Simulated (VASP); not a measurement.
# CoSi2 (f.balt) (Fm-3m) in VASP: single point with PBEsol

Aim: the single point of CoSi2 (f.balt) with PBEsol.

Everything below comes from runs of VASP 6.6.1. Logs are shortened: lines on timing, memory, paths and dates and some standing lists are left out, and cuts for length are marked.

### 1 The cell of the first run

The structure is cubic, space group Fm-3m (No. 225). Conventional cell: a = 5.313 Å, b = 5.313 Å, c = 5.313 Å, α = 90.00°, β = 90.00°, γ = 90.00°. Co (site symmetry m-3m) has 8 Si at 2.30 Å within 3.0 Å. Within 3.0 Å of Si (site symmetry -43m) lie 4 Co at 2.30 Å and 6 Si at 2.66 Å.

### 2 Single point, PBEsol

Input file INCAR:

```
ALGO = Normal ; EDIFF = 1E-6
ENCUT = 600 ; GGA = PS
GGA_COMPAT = F ; ISIF = 2
ISMEAR = 0 ; LASPH = T
LCHARG = F ; LREAL = F
LWAVE = F ; NBANDS = 16
NELM = 120 ; PREC = Accurate
SIGMA = 0.1
```

Input file KPOINTS:

```
k-points
0
Gamma
  14 14 14
```

Input file POSCAR:

```
CoSi2
1.0
    0.0000000000      2.6564108402      2.6564108402
    2.6564108402      0.0000000000      2.6564108402
    2.6564108402      2.6564108402      0.0000000000
Co Si
1 2
Direct
    0.0000000000      0.0000000000      0.0000000000
    0.2500000000      0.2500000000      0.2500000000
    0.7500000000      0.7500000000      0.7500000000
```

Potentials or basis: VASP PAW PBE potentials, release 64 (Co, Si).

Launch:

```sh
$ cat potpaw_PBE.64/Co/POTCAR potpaw_PBE.64/Si/POTCAR > POTCAR
$ mpirun -np 1 vasp_std > vasp.out
```

OUTCAR:

```text
EDIFF = 1E-6
   ENCUT = 600
   GGA = PS
   ISIF = 2
   ISMEAR = 0
   LASPH = T
   LREAL = F
   NELM = 120
   PREC = Accurate

 ion  position               nearest neighbor table
   1  0.000  0.000  0.000-   2 2.30   3 2.30   3 2.30   3 2.30   3 2.30   2 2.30   2 2.30   2 2.30

   2  0.250  0.250  0.250-   1 2.30   1 2.30   1 2.30   1 2.30   3 2.66   3 2.66   3 2.66   3 2.66
                             3 2.66   3 2.66
   3  0.750  0.750  0.750-   1 2.30   1 2.30   1 2.30   1 2.30   2 2.66   2 2.66   2 2.66   2 2.66
                             2 2.66   2 2.66

  LATTYP: Found a face centered cubic cell.
 ALAT       =     5.3128216804

  Lattice vectors:

 A1 = (   0.0000000000,   2.6564108402,   2.6564108402)
 A2 = (   2.6564108402,   0.0000000000,   2.6564108402)
 A3 = (   2.6564108402,   2.6564108402,   0.0000000000)

Analysis of symmetry for initial positions (statically):
=====================================================================
 Subroutine PRICEL returns:
 Original cell was already a primitive cell.

 Routine SETGRP: Setting up the symmetry group for a
 face centered cubic supercell.

 Subroutine GETGRP returns: Found 48 space group operations
 (whereof 48 operations were pure point group operations)
 out of a pool of 48 trial point group operations.

The static configuration has the point symmetry O_h .

Analysis of symmetry for dynamics (positions and initial velocities):
=====================================================================
 Subroutine PRICEL returns:
 Original cell was already a primitive cell.

 Routine SETGRP: Setting up the symmetry group for a
 face centered cubic supercell.

 Subroutine GETGRP returns: Found 48 space group operations
 (whereof 48 operations were pure point group operations)
 out of a pool of 48 trial point group operations.

The dynamic configuration has the point symmetry O_h .

 Subroutine INISYM returns: Found 48 space group operations
 (whereof 48 operations are pure point group operations),
 and found     1 'primitive' translations

----------------------------------------------------------------------------------------

                                     Primitive cell

  volume of cell :      37.4900

  direct lattice vectors                    reciprocal lattice vectors
     0.000000000  2.656410840  2.656410840    -0.188223897  0.188223897  0.188223897
     2.656410840  0.000000000  2.656410840     0.188223897 -0.188223897  0.188223897
     2.656410840  2.656410840  0.000000000     0.188223897  0.188223897 -0.188223897

  length of vectors
     3.756732237  3.756732237  3.756732237     0.326013353  0.326013353  0.326013353

  position of ions in fractional coordinates (direct lattice)
     0.000000000  0.000000000  0.000000000
     0.250000000  0.250000000  0.250000000
     0.750000000  0.750000000  0.750000000

  ion indices of the primitive-cell ions
   primitive index   ion index
                 1           1
                 2           2
                 3           3

----------------------------------------------------------------------------------------

 KPOINTS: k-points

Automatic generation of k-mesh.
 Grid dimensions read from file:
 generate k-points for:   14   14   14

 Generating k-lattice:

  Cartesian coordinates                     Fractional coordinates (reciprocal lattice)
    -0.013444564  0.013444564  0.013444564     0.071428571  0.000000000  0.000000000
     0.013444564 -0.013444564  0.013444564     0.000000000  0.071428571  0.000000000
     0.013444564  0.013444564 -0.013444564     0.000000000  0.000000000  0.071428571

  Length of vectors
     0.023286668  0.023286668  0.023286668

  Shift w.r.t. Gamma in fractional coordinates (k-lattice)
     0.000000000  0.000000000  0.000000000

 Subroutine IBZKPT returns following result:
 ===========================================

 Found    104 irreducible k-points:

 Following reciprocal coordinates:
            Coordinates               Weight
  0.000000  0.000000  0.000000      1.000000
  0.071429  0.000000  0.000000      8.000000
  0.142857  0.000000  0.000000      8.000000
  0.214286  0.000000  0.000000      8.000000
  0.285714  0.000000  0.000000      8.000000
  0.357143  0.000000  0.000000      8.000000
[... 16 lines left out ...]
  0.214286  0.142857  0.000000     24.000000
  0.285714  0.142857  0.000000     24.000000
 [... further k-points ...]
   k-points           NKPTS =    104   k-points in BZ     NKDIM =    104   number of bands    NBANDS=     16
   number of dos      NEDOS =    301   number of ions     NIONS =      3
   total plane-waves  NPLWV =  27000
   dimension x,y,z NGX =    30 NGY =   30 NGZ =   30
   dimension x,y,z NGXF=    60 NGYF=   60 NGZF=   60
   ions per type =               1   2
   NGX,Y,Z   is equivalent  to a cutoff of  13.28, 13.28, 13.28 a.u.
   NGXF,Y,Z  is equivalent  to a cutoff of  26.55, 26.55, 26.55 a.u.
 SYSTEM =  unknown system
   PREC   = accura    normal or accurate (medium, high low for compatibility)
   ISTART =      0    job   : 0-new  1-cont  2-samecut
   ICHARG =      2    charge: 1-file 2-atom 10-const
   ISPIN  =      1    spin polarized calculation?
   LNONCOLLINEAR =      F non collinear calculations
   LSORBIT =      F    spin-orbit coupling
   LASPH  =      T    aspherical Exc in radial PAW
   ENCUT  =  600.0 eV  44.10 Ry    6.64 a.u.   7.50  7.50  7.50*2*pi/ulx,y,z
   NELM   =    120;   NELMIN=  2; NELMDL= -5     # of ELM steps
   EDIFF  = 0.1E-05   stopping-criterion for ELM
   LREAL  =      F    real-space projection
   EDIFFG = 0.1E-04   stopping-criterion for IOM
   NSW    =      0    number of steps for IOM
   IBRION =     -1    ionic relax: 0-MD 1-quasi-New 2-CG
   NFREE  =      0    steps in history (QN), initial steepest desc. (CG)
   ISIF   =      2    stress and relaxation
   ISYM   =      2    0-nonsym 1-usesym 2-fastsym
   POTIM  = 0.5000    time-step for ionic-motion
   TEBEG  =    0.0;   TEEND  =   0.0 temperature during run
   PSTRESS=    0.0 pullay stress
   NELECT =      17.0000    total number of electrons
   NUPDOWN=      -1.0000    fix difference up-down
   EMIN   =  10.00;   EMAX   =-10.00  energy-range for DOS
   EFERMI =   0.00;   METHOD = LEGACY
   ISMEAR =     0;   SIGMA  =   0.10  broadening in eV -4-tet -1-fermi 0-gaus
   EFERMI_NEDOS =   21; number of points for ismear=-14 and -15
   IALGO  =     38    algorithm
   IMIX   =      4    mixing-type and parameters
     AMIX     =   0.40;   BMIX     =  1.00
     AMIX_MAG =   1.60;   BMIX_MAG =  1.00
  volume/ion in A,a.u.               =      12.50        84.33
  Fermi-wavevector in a.u.,A,eV,Ry     =   1.257726  2.376757 21.522698  1.581874
  Thomas-Fermi vector in A             =   2.391370
   LORBIT       =      0    0 simple, 1 ext, 2 COOP (PROOUT), +10 PAW based schemes
   GGA     = PS    functional components
   LHFCALC =     F    Hartree Fock is set to
   AEXX    =    0.0000 exact exchange contribution
   IVDW    =     0    specifies the selected vdW correction
   LEPSILON=     F    determine dielectric tensor
   LRPA    =     F    only Hartree local field effects (RPA)
 non-spin polarized calculation
 Gauss-broadening in eV      SIGMA  =   0.10
  energy-cutoff  :      600.00
  volume of cell :       37.49
 maximum number of plane-waves:      1268
   NGX = 15   NGY = 15   NGZ = 15

 number of electron      17.0000001 magnetization

 Free energy of the ion-electron system (eV)
  ---------------------------------------------------
  ext. energy  EPLUGINS =         0.00000000
  ---------------------------------------------------
  free energy    TOTEN  =       -20.98438267 eV

  energy without entropy =      -20.97925131  energy(sigma->0) =      -20.98181699

 E-fermi :  10.3435     XC(G=0): -11.9669

 val. band max:       10.2564713869   @ k =   0.4286   0.0714   0.0000
 cond. band min:      10.3449783072   @ k =   0.4286   0.2143   0.0714
 fundamental gap:      0.0885069203
 Fermi energy:        10.3434741934

 k-point     1 :       0.0000    0.0000    0.0000
  band No.  band energies     occupation
      1      -2.9815      2.00000
      2       6.1357      2.00000
      3       6.1357      2.00000
      4       6.1357      2.00000
      5       8.3409      2.00000
      6       8.3409      2.00000
[... 8 lines left out ...]
     15      16.0901      0.00000
     16      16.0901      0.00000

 k-point     2 :       0.0714    0.0000    0.0000
  band No.  band energies     occupation
      1      -2.9025      2.00000
      2       5.9492      2.00000
      3       6.1640      2.00000
      4       6.1640      2.00000
      5       8.3162      2.00000
      6       8.3162      2.00000
[... 8 lines left out ...]
     15      15.8034      0.00000
     16      15.9391      0.00000

 k-point     3 :       0.1429    0.0000    0.0000
  band No.  band energies     occupation
      1      -2.6664      2.00000
      2       5.4343      2.00000
      3       6.2436      2.00000
      4       6.2436      2.00000
      5       8.2569      2.00000
      6       8.2569      2.00000
[... 8 lines left out ...]
     15      15.7041      0.00000
     16      16.3751      0.00000

 k-point     4 :       0.2143    0.0000    0.0000
  band No.  band energies     occupation
      1      -2.2766      2.00000
      2       4.6750      2.00000
      3       6.3575      2.00000
      4       6.3575      2.00000
      5       8.2032      2.00000
      6       8.2032      2.00000
[... 8 lines left out ...]
     15      16.5303      0.00000
     16      17.4478      0.00000
[... 324 lines left out ...]
 k-point    22 :       0.1429    0.1429    0.0000
  band No.  band energies     occupation
      1      -2.5613      2.00000
      2       5.5249      2.00000
      3       6.1610      2.00000
      4       6.1610      2.00000
      5       7.9253      2.00000
      6       8.4481      2.00000
[... 8 lines left out ...]
     15      16.8500      0.00000
     16      16.8500      0.00000

 k-point    23 :       0.2143    0.1429    0.0000
  band No.  band energies     occupation
      1      -2.2752      2.00000
      2       5.0973      2.00000
      3       6.2008      2.00000
      4       6.2402      2.00000
      5       7.6969      2.00000
      6       8.4871      2.00000
[... 8 lines left out ...]
     15      17.7359      0.00000
     16      17.8657      0.00000

 k-point    24 :       0.2857    0.1429    0.0000
  band No.  band energies     occupation
      1      -1.8384      2.00000
      2       4.4058      2.00000
      3       6.2806      2.00000
      4       6.3516      2.00000
      5       7.4994      2.00000
      6       8.5261      2.00000
[... 8 lines left out ...]
     15      18.7503      0.00000
     16      19.0350      0.00000

 [... further k-points ...]
[... 5 lines left out ...]
  --------------------------------------------------------------------------------------
  -------------------------------------------------------------------------------------
  Total       -0.0078266     -0.0078266     -0.0078266      0.0000000      0.0000000     -0.0000000
  in kB       -0.3344768     -0.3344768     -0.3344768      0.0000000      0.0000000     -0.0000000
  external PRESSURE =      -0.3344768 kB  Pullay stress =       0.0000000 kB

 VOLUME and BASIS-vectors are now :
 -----------------------------------------------------------------------------
  energy-cutoff  :      600.00
  volume of cell :       37.49
      direct lattice vectors                 reciprocal lattice vectors
     0.000000000  2.656410840  2.656410840    -0.188223897  0.188223897  0.188223897
     2.656410840  0.000000000  2.656410840     0.188223897 -0.188223897  0.188223897
     2.656410840  2.656410840  0.000000000     0.188223897  0.188223897 -0.188223897

 POSITION                                       TOTAL-FORCE (eV/Angst)
 -----------------------------------------------------------------------------------
      0.00000      0.00000      0.00000         0.000000     -0.000000     -0.000000
      1.32821      1.32821      1.32821        -0.000000     -0.000000      0.000000
      3.98462      3.98462      3.98462         0.000000      0.000000     -0.000000
 -----------------------------------------------------------------------------------
    total drift:                                0.000000     -0.000000     -0.000000

  FREE ENERGIE OF THE ION-ELECTRON SYSTEM (eV)
  ---------------------------------------------------
  free  energy   TOTEN  =       -20.9843826704 eV

  energy  without entropy=      -20.9792513132  energy(sigma->0) =      -20.98181699
```

Wall time 57 s (1 thread of Intel Xeon Platinum 8375C at 2.90GHz (Ice Lake), shared host); peak memory 0.22 GiB.

What came out:

```
Free energy : -20.9844 eV
Pressure    : 0.0 GPa
```

Levels at points of the mesh, in eV from the Fermi level:
| k point | band 5 | band 6 | band 7 | band 8 | band 9 | band 10 | band 11 | band 12 | band 13 | band 14 |
| --- | --- | --- | --- | --- | --- | --- | --- | --- | --- | --- |
| (0.00, 0.00, 0.00) | -2.00 | -2.00 | 1.02 | 3.42 | 3.42 | 3.42 | 3.51 | 3.51 | 3.51 | 5.75 |
| (0.50, 0.00, 0.00) | -2.26 | -1.72 | -1.72 | -0.49 | -0.49 | 2.72 | 3.48 | 3.48 | 4.55 | 10.45 |
| (0.50, 0.50, 0.00) | -3.74 | -2.06 | -2.06 | -2.01 | -1.40 | 1.67 | 2.87 | 8.60 | 9.82 | 9.82 |

Caveat: the PAW data sets were made with another functional, which shifts forces and pressure a little. Spin polarisation is off, so any magnetic state and its effect on volume and gap are missing.
